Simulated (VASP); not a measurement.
# CdTe in VASP: notebook

The runs below take CdTe through single point, with PBEsol.

All numbers are computed with VASP 6.6.1; they aren't measurements. Logs are shortened: lines on timing, memory, paths and dates and some standing lists are left out, and cuts for length are marked.

## 1. The cell of the first run

The cell holds a slab with vacuum, 2 atoms: a = 4.589 Å, b = 4.589 Å, c = 15.937 Å, α = 90.00°, β = 90.00°, γ = 120.00°.

## 2. Single point, PBEsol (atoms taken out)

Contents of INCAR:

```
ALGO = Normal ; DIPOL = 0.5 0.5 0.500
EDIFF = 1E-6 ; ENCUT = 520
GGA = PS ; IDIPOL = 3
ISIF = 2 ; ISMEAR = 0
LASPH = T ; LCHARG = F
LDIPOL = T ; LREAL = F
LWAVE = F ; NBANDS = 16
NELM = 100 ; PREC = Accurate
SIGMA = 0.05
```

Contents of KPOINTS:

```
k-points
0
Gamma
  6 6 1
```

Contents of POSCAR:

```
CdTe
1.0
    4.5886584790      0.0000000000      0.0000000000
   -2.2943292395      3.9738948121      0.0000000000
    0.0000000000      0.0000000000     15.9366559898
Te Cd
1 1
Direct
    0.0000000000      0.0000000000      0.4706131578
    0.3333333333      0.6666666667      0.5293868422
```

Potentials or basis: VASP PAW PBE potentials, release 64 (Te, Cd).

The run is started by

```
$ cat potpaw_PBE.64/Te/POTCAR potpaw_PBE.64/Cd/POTCAR > POTCAR
$ mpirun -np 1 vasp_std > vasp.out
```

OUTCAR:

```text
EDIFF = 1E-6
   ENCUT = 520
   GGA = PS
   ISIF = 2
   ISMEAR = 0
   LASPH = T
   LREAL = F
   NELM = 100
   PREC = Accurate

 ion  position               nearest neighbor table
   1  0.000  0.000  0.471-   2 2.81   2 2.81   2 2.81
   2  0.333  0.667  0.529-   1 2.81   1 2.81   1 2.81

  LATTYP: Found a hexagonal cell.
 ALAT       =     4.5886584790
 C/A-ratio  =     3.4730534126

  Lattice vectors:

 A1 = (   4.5886584790,   0.0000000000,   0.0000000000)
 A2 = (  -2.2943292395,   3.9738948121,   0.0000000000)
 A3 = (   0.0000000000,   0.0000000000,  15.9366559898)

Analysis of symmetry for initial positions (statically):
=====================================================================
 Subroutine PRICEL returns:
 Original cell was already a primitive cell.

 Routine SETGRP: Setting up the symmetry group for a
 hexagonal supercell.

 Subroutine GETGRP returns: Found  6 space group operations
 (whereof  6 operations were pure point group operations)
 out of a pool of 24 trial point group operations.

The static configuration has the point symmetry C_3v.

Analysis of symmetry for dynamics (positions and initial velocities):
=====================================================================
 Subroutine PRICEL returns:
 Original cell was already a primitive cell.

 Routine SETGRP: Setting up the symmetry group for a
 hexagonal supercell.

 Subroutine GETGRP returns: Found  6 space group operations
 (whereof  6 operations were pure point group operations)
 out of a pool of 24 trial point group operations.

The dynamic configuration has the point symmetry C_3v.

 Subroutine INISYM returns: Found  6 space group operations
 (whereof  6 operations are pure point group operations),
 and found     1 'primitive' translations

----------------------------------------------------------------------------------------

                                     Primitive cell

  volume of cell :     290.6025

  direct lattice vectors                    reciprocal lattice vectors
     4.588658479  0.000000000  0.000000000     0.217928618  0.125821146  0.000000000
    -2.294329240  3.973894812  0.000000000     0.000000000  0.251642292  0.000000000
     0.000000000  0.000000000 15.936655990     0.000000000  0.000000000  0.062748421

  length of vectors
     4.588658479  4.588658479 15.936655990     0.251642292  0.251642292  0.062748421

  position of ions in fractional coordinates (direct lattice)
     0.000000000  0.000000000  0.470613158
     0.333333333  0.666666667  0.529386842

  ion indices of the primitive-cell ions
   primitive index   ion index
                 1           1
                 2           2

----------------------------------------------------------------------------------------

 KPOINTS: k-points

Automatic generation of k-mesh.
 Grid dimensions read from file:
 generate k-points for:    6    6    1

 Generating k-lattice:

  Cartesian coordinates                     Fractional coordinates (reciprocal lattice)
     0.036321436  0.020970191  0.000000000     0.166666667  0.000000000  0.000000000
     0.000000000  0.041940382  0.000000000     0.000000000  0.166666667  0.000000000
     0.000000000  0.000000000  0.062748421     0.000000000  0.000000000  1.000000000

  Length of vectors
     0.041940382  0.041940382  0.062748421

  Shift w.r.t. Gamma in fractional coordinates (k-lattice)
     0.000000000  0.000000000  0.000000000

 Subroutine IBZKPT returns following result:
 ===========================================

 Found      7 irreducible k-points:

 Following reciprocal coordinates:
            Coordinates               Weight
  0.000000  0.000000  0.000000      1.000000
  0.166667  0.000000  0.000000      6.000000
  0.333333  0.000000  0.000000      6.000000
  0.500000  0.000000  0.000000      3.000000
  0.166667  0.166667  0.000000      6.000000
  0.333333  0.166667  0.000000     12.000000
  0.333333  0.333333  0.000000      2.000000
   k-points           NKPTS =      7   k-points in BZ     NKDIM =      7   number of bands    NBANDS=     16
   number of dos      NEDOS =    301   number of ions     NIONS =      2
   total plane-waves  NPLWV = 155520
   dimension x,y,z NGX =    36 NGY =   36 NGZ =  120
   dimension x,y,z NGXF=    72 NGYF=   72 NGZF=  240
   ions per type =               1   1
   NGX,Y,Z   is equivalent  to a cutoff of  13.04, 13.04, 12.52 a.u.
   NGXF,Y,Z  is equivalent  to a cutoff of  26.09, 26.09, 25.04 a.u.
 SYSTEM =  unknown system
   PREC   = accura    normal or accurate (medium, high low for compatibility)
   ISTART =      0    job   : 0-new  1-cont  2-samecut
   ICHARG =      2    charge: 1-file 2-atom 10-const
   ISPIN  =      1    spin polarized calculation?
   LNONCOLLINEAR =      F non collinear calculations
   LSORBIT =      F    spin-orbit coupling
   LASPH  =      T    aspherical Exc in radial PAW
   ENCUT  =  520.0 eV  38.22 Ry    6.18 a.u.   8.53  8.53 29.63*2*pi/ulx,y,z
   NELM   =    100;   NELMIN=  2; NELMDL= -5     # of ELM steps
   EDIFF  = 0.1E-05   stopping-criterion for ELM
   LREAL  =      F    real-space projection
   EDIFFG = 0.1E-04   stopping-criterion for IOM
   NSW    =      0    number of steps for IOM
   IBRION =     -1    ionic relax: 0-MD 1-quasi-New 2-CG
   NFREE  =      0    steps in history (QN), initial steepest desc. (CG)
   ISIF   =      2    stress and relaxation
   ISYM   =      2    0-nonsym 1-usesym 2-fastsym
   POTIM  = 0.5000    time-step for ionic-motion
   TEBEG  =    0.0;   TEEND  =   0.0 temperature during run
   PSTRESS=    0.0 pullay stress
   NELECT =      18.0000    total number of electrons
   NUPDOWN=      -1.0000    fix difference up-down
   EMIN   =  10.00;   EMAX   =-10.00  energy-range for DOS
   EFERMI =   0.00;   METHOD = LEGACY
   ISMEAR =     0;   SIGMA  =   0.05  broadening in eV -4-tet -1-fermi 0-gaus
   EFERMI_NEDOS =   21; number of points for ismear=-14 and -15
   IALGO  =     38    algorithm
   IMIX   =      4    mixing-type and parameters
     AMIX     =   0.40;   BMIX     =  1.00
     AMIX_MAG =   1.60;   BMIX_MAG =  1.00
  volume/ion in A,a.u.               =     145.30       980.54
  Fermi-wavevector in a.u.,A,eV,Ry     =   0.647738  1.224047  5.708518  0.419564
  Thomas-Fermi vector in A             =   1.716143
   LORBIT       =      0    0 simple, 1 ext, 2 COOP (PROOUT), +10 PAW based schemes
   GGA     = PS    functional components
   LHFCALC =     F    Hartree Fock is set to
   AEXX    =    0.0000 exact exchange contribution
   IVDW    =     0    specifies the selected vdW correction
   LEPSILON=     F    determine dielectric tensor
   LRPA    =     F    only Hartree local field effects (RPA)
 non-spin polarized calculation
 Gauss-broadening in eV      SIGMA  =   0.05
  energy-cutoff  :      520.00
  volume of cell :      290.60
 maximum number of plane-waves:      7853
 NGX is ok and might be reduce to    36

 number of electron      18.0000009 magnetization

 dipolmoment           0.000000      0.000000     -0.127941 electrons x Angstroem

 Free energy of the ion-electron system (eV)
  ---------------------------------------------------
  ext. energy  EPLUGINS =         0.00000000
  ---------------------------------------------------
  free energy    TOTEN  =        -4.73016880 eV

  energy without entropy =       -4.73016880  energy(sigma->0) =       -4.73016880

 E-fermi :  -3.0622     XC(G=0):  -2.7422

 val. band max:       -3.3039959418   @ k =   0.0000   0.0000   0.0000
 cond. band min:      -1.8752220901   @ k =   0.0000   0.0000   0.0000
 fundamental gap:      1.4287738517
 Fermi energy:        -3.0622268014

 k-point     1 :       0.0000    0.0000    0.0000
  band No.  band energies     occupation
      1     -13.7515      2.00000
      2     -11.3609      2.00000
      3     -11.3609      2.00000
      4     -11.1697      2.00000
      5     -11.1697      2.00000
      6     -11.1485      2.00000
[... 8 lines left out ...]
     15       2.0308      0.00000
     16       3.0468      0.00000

 k-point     2 :       0.1667    0.0000    0.0000
  band No.  band energies     occupation
      1     -13.6854      2.00000
      2     -11.3430      2.00000
      3     -11.3288      2.00000
      4     -11.1795      2.00000
      5     -11.1645      2.00000
      6     -11.0935      2.00000
[... 8 lines left out ...]
     15       2.5984      0.00000
     16       3.0823      0.00000

 k-point     3 :       0.3333    0.0000    0.0000
  band No.  band energies     occupation
      1     -13.5573      2.00000
      2     -11.3135      2.00000
      3     -11.2741      2.00000
      4     -11.1876      2.00000
      5     -11.1459      2.00000
      6     -10.9146      2.00000
[... 8 lines left out ...]
     15       3.4506      0.00000
     16       3.8354      0.00000

 k-point     4 :       0.5000    0.0000    0.0000
  band No.  band energies     occupation
      1     -13.4963      2.00000
      2     -11.3026      2.00000
      3     -11.2596      2.00000
      4     -11.1847      2.00000
      5     -11.1318      2.00000
      6     -10.7623      2.00000
[... 8 lines left out ...]
     15       3.7666      0.00000
     16       3.9880      0.00000

 k-point     5 :       0.1667    0.1667    0.0000
  band No.  band energies     occupation
      1     -13.5888      2.00000
      2     -11.3240      2.00000
      3     -11.2808      2.00000
      4     -11.1874      2.00000
      5     -11.1547      2.00000
      6     -10.9699      2.00000
[... 8 lines left out ...]
     15       3.0324      0.00000
     16       3.3521      0.00000

 k-point     6 :       0.3333    0.1667    0.0000
  band No.  band energies     occupation
      1     -13.4969      2.00000
      2     -11.3085      2.00000
      3     -11.2489      2.00000
      4     -11.1874      2.00000
      5     -11.1435      2.00000
      6     -10.7596      2.00000
[... 8 lines left out ...]
     15       3.7176      0.00000
     16       4.0922      0.00000

 k-point     7 :       0.3333    0.3333    0.0000
  band No.  band energies     occupation
      1     -13.4682      2.00000
      2     -11.3086      2.00000
      3     -11.2300      2.00000
      4     -11.1863      2.00000
      5     -11.1533      2.00000
      6     -10.6608      2.00000
[... 8 lines left out ...]
     15       3.7927      0.00000
     16       4.3079      0.00000

------------------------ aborting loop because EDIFF is reached ----------------------------------------

 vacuum level on the upper side and lower side of the slab       (xc-potential included)        -0.661         0.575

  FORCE on cell =-STRESS in cart. coord.  units (eV):
  Direction    XX          YY          ZZ          XY          YZ          ZX
  --------------------------------------------------------------------------------------
  -------------------------------------------------------------------------------------
  Total       -0.8577839     -0.8577839     -0.6712237     -0.0000000      0.0000000      0.0000000
  in kB       -4.7292165     -4.7292165     -3.7006547     -0.0000000      0.0000000      0.0000000
  external PRESSURE =      -4.3863626 kB  Pullay stress =       0.0000000 kB

 VOLUME and BASIS-vectors are now :
 -----------------------------------------------------------------------------
  energy-cutoff  :      520.00
  volume of cell :      290.60
      direct lattice vectors                 reciprocal lattice vectors
     4.588658479  0.000000000  0.000000000     0.217928618  0.125821146  0.000000000
    -2.294329240  3.973894812  0.000000000     0.000000000  0.251642292  0.000000000
     0.000000000  0.000000000 15.936655990     0.000000000  0.000000000  0.062748421

 POSITION                                       TOTAL-FORCE (eV/Angst)
 -----------------------------------------------------------------------------------
      0.00000      0.00000      7.50000        -0.000000      0.000000      0.719322
     -0.00000      2.64926      8.43666         0.000000     -0.000000     -0.719322
 -----------------------------------------------------------------------------------
    total drift:                                0.000000     -0.000000     -0.000107

  FREE ENERGIE OF THE ION-ELECTRON SYSTEM (eV)
  ---------------------------------------------------
  free  energy   TOTEN  =        -4.7301688009 eV

  energy  without entropy=       -4.7301688009  energy(sigma->0) =       -4.73016880

 vacuum level on the upper side and lower side of the slab         0.936         2.208
```

Wall time 99 s (1 thread of Intel Xeon 8259CL, shared host); peak memory 0.42 GiB.

What came out:

```
Free energy            : -4.7302 eV
Largest force          : 0.719 eV/Å
Band gap on the k mesh : 1.43 eV
```

Forces on the atoms (eV/Å):
```
Te   0.000  0.000  0.719
Cd   0.000  0.000 -0.719
```

Caveat: the cell differs from its parent crystal (atoms taken out); the PAW data sets were made with another functional, which shifts forces and pressure a little; spin-orbit coupling is left out, which moves the levels of the heavy elements.

## 3. Single point, PBEsol

This run uses another cell than the first one: it holds 6 atoms, not 2.

Contents of INCAR:

```
SYSTEM = CdTe
  ALGO = Normal
  DIPOL = 0.5 0.5 0.500
  EDIFF = 1E-6
  ENCUT = 520
  GGA = PS
  IDIPOL = 3
  ISIF = 2
  ISMEAR = 0
  LASPH = .True.
  LCHARG = .False.
  LDIPOL = .True.
  LREAL = .False.
  LWAVE = .False.
  NBANDS = 36
  NELM = 60
  PREC = Accurate
  SIGMA = 0.05
```

Contents of KPOINTS:

```
k-points
0
Gamma
  6 6 1
  0 0 0
```

Contents of POSCAR:

```
CdTe
1.0
    4.5886584790      0.0000000000      0.0000000000
   -2.2943292395      3.9738948121      0.0000000000
    0.0000000000      0.0000000000     13.4299039080
Te Cd
3 3
Direct
    0.0000000000      0.0000000000      0.1861517415
    0.3333333333      0.6666666667      0.4651279713
    0.6666666667      0.3333333333      0.7441042011
    0.3333333333      0.6666666667      0.2558957989
    0.6666666667      0.3333333333      0.5348720287
    0.0000000000      0.0000000000      0.8138482585
```

Potentials or basis: VASP PAW PBE potentials, release 64 (Te, Cd).

The run is started by

```
$ cat potpaw_PBE.64/Te/POTCAR potpaw_PBE.64/Cd/POTCAR > POTCAR
$ mpirun -np 1 vasp_std > vasp.out
```

It took 2.4 min on 1 thread of Intel Xeon 8259CL, shared host; peak memory 0.37 GiB.

The run converged. Its results:

```
Free energy            : -15.0524 eV
Largest force          : 0.863 eV/Å
Band gap on the k mesh : zero (filled and empty bands touch)
```

Forces on the atoms (eV/Å):
```
Te   0.000  0.000 -0.110
Te   0.000  0.000  0.635
Te   0.000  0.000  0.863
Cd   0.000  0.000 -0.497
Cd   0.000  0.000 -0.534
Cd   0.000  0.000 -0.357
```

Levels at points of the mesh, in eV from the Fermi level:
```
           k point  band 24  band 25  band 26  band 27  band 28  band 29  band 30  band 31
(0.00, 0.00, 0.00)    -1.09    -1.09    -0.26     0.04     0.04     0.76     1.66     2.13
(0.50, 0.00, 0.00)    -2.16    -2.04    -0.92    -0.85     0.12     1.38     1.85     2.73
```

Caveat: the k points lie up to 0.47 Å⁻¹ apart; the PAW data sets were made with another functional, which shifts forces and pressure a little; spin-orbit coupling is left out, which moves the levels of the heavy elements.

The gap in the log of VASP goes by the Fermi energy; the results here count the filled bands.